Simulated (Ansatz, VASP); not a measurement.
**Two plane-wave programs on MoSe**

INCAR

```
SYSTEM = MoSe
PREC = Accurate
ENCUT = 520
EDIFF = 1E-7
ISMEAR = 0
SIGMA = 0.1
LREAL = .False.
LASPH = .True.
NELM = 80
ALGO = Normal
ISIF = 2
LWAVE = .False.
LCHARG = .True.
GGA = PE
LELF = .True.
LVHAR = .True.
NBANDS = 17
```

File KPOINTS:

```
regular mesh
0
Gamma
  12 12 12
  0 0 0
```

POSCAR

```
MoSe
1.0
    0.0000000000      2.8766543477      2.8766543477
    2.8766543477      0.0000000000      2.8766543477
    2.8766543477      2.8766543477      0.0000000000
Mo Se
1 1
Direct
    0.0000000000      0.0000000000      0.0000000000
    0.2500000000      0.2500000000      0.2500000000
```

Input for Ansatz:

```yaml
crystal:
  lattice:
    - [0.0, 2.8766543477, 2.8766543477]
    - [2.8766543477, 0.0, 2.8766543477]
    - [2.8766543477, 2.8766543477, 0.0]
  atoms:
    - { symbol: Mo, position: [0.0, 0.0, 0.0] }
    - { symbol: Se, position: [0.25, 0.25, 0.25] }
basis:
  ecutwfc: 420
kpoints:
  mp_grid: { grid: [12, 12, 12] }
hamiltonian:
  xc: pbe
scf:
  occupations: { method: gaussian, width: 0.1 }
  lower_state_search: "off"
output:
  forces: true
  stress: true
  eigenvalues: true
  write_density: true
  write_potential: true
  elf: true
  volumetric_format: npy
```

Alike in both runs: task single point; functional PBE; k mesh 12 × 12 × 12; occupations gaussian, width 0.1 eV; no spin polarisation.

```csv
,VASP,Ansatz
version,VASP 6.6.1,Ansatz 0.2.0
potentials or method,"VASP PAW PBE potentials, release 64 (Mo_sv, Se), cutoff 520 eV","scalar-relativistic, plane waves, PAW"
valence electrons in the cell,20,30
```

```csv
,VASP,Ansatz,Ansatz less VASP
gap on the k mesh at the Fermi level (eV),none,none,-
pressure (GPa),-5.1,-5.2,-0.14
```

A gap of «none» marks a metal or a gap that the smearing closes. With one functional, cell and mesh, what is left measures potentials, basis and numerics. VASP's potentials hold 20 valence electrons a cell and Ansatz's 30, so a difference there can come from the potentials and not from the codes.
